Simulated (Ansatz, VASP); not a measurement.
## Two plane-wave programs on MnSn3

Contents of POSCAR:

```
MnSn3
1.0
    4.5142541880      0.0000000000      0.0000000000
    0.0000000000      4.5142541880      0.0000000000
    0.0000000000      0.0000000000      4.5142541880
Sn Mn
3 1
Direct
    0.0000000000      0.5000000000      0.5000000000
    0.5000000000      0.0000000000      0.5000000000
    0.5000000000      0.5000000000      0.0000000000
    0.0000000000      0.0000000000      0.0000000000
```

The input INCAR.step1:

```
  ALGO = Normal
  EDIFF = 1E-4
  ENCUT = 520
  GGA = PE
  ISMEAR = 0
  LASPH = T
  LCHARG = F
  LREAL = F
  LWAVE = T
  NBANDS = 36
  NELM = 80
  PREC = Accurate
  SIGMA = 0.1
```

INCAR.step2

```
  ALGO = Normal
  EDIFF = 1E-6
  ENCUT = 520
  ISIF = 2
  ISMEAR = 0
  ISTART = 1
  LASPH = T
  LCHARG = F
  LMIXTAU = T
  LREAL = F
  LWAVE = F
  METAGGA = R2SCAN
  NBANDS = 36
  NELM = 80
  PREC = Accurate
  SIGMA = 0.1
```

File KPOINTS:

```
k-points
0
Gamma
  10 10 10
```

Input for Ansatz:

```yaml
crystal:
  lattice:
    - [4.514254188, 0.0, 0.0]
    - [0.0, 4.514254188, 0.0]
    - [0.0, 0.0, 4.514254188]
  atoms:
    - { symbol: Sn, position: [0.0, 0.5, 0.5] }
    - { symbol: Sn, position: [0.5, 0.0, 0.5] }
    - { symbol: Sn, position: [0.5, 0.5, 0.0] }
    - { symbol: Mn, position: [0.0, 0.0, 0.0] }
basis:
  ecutwfc: 500
kpoints:
  mp_grid: { grid: [10, 10, 10] }
hamiltonian:
  xc: r2scan
scf:
  occupations: { method: gaussian, width: 0.1 }
  lower_state_search: "off"
output:
  forces: true
  stress: true
  eigenvalues: true
```

Alike in both runs: task single point; functional r2SCAN; k mesh 10 × 10 × 10; occupations gaussian, width 0.1 eV; no spin polarisation.

|  | VASP | Ansatz |
| --- | --- | --- |
| version | VASP 6.6.1 | Ansatz 0.2.0 |
| potentials or method | VASP PAW PBE potentials, release 64 (Sn_d, Mn_pv), cutoff 520 eV | scalar-relativistic, plane waves, PAW |
| valence electrons in the cell | 55 | 57 |

|  | VASP | Ansatz | Ansatz less VASP |
| --- | --- | --- | --- |
| gap on the k mesh at the Fermi level (eV) | none | none | - |
| pressure (GPa) | -5.1 | -5.1 | -0.03 |

VASP's potentials were made for PBE, not for r2SCAN. A gap of «none» marks a metal or a gap that the smearing closes. VASP's potentials hold 55 valence electrons a cell and Ansatz's 57, so a difference there can come from the potentials and not from the codes.
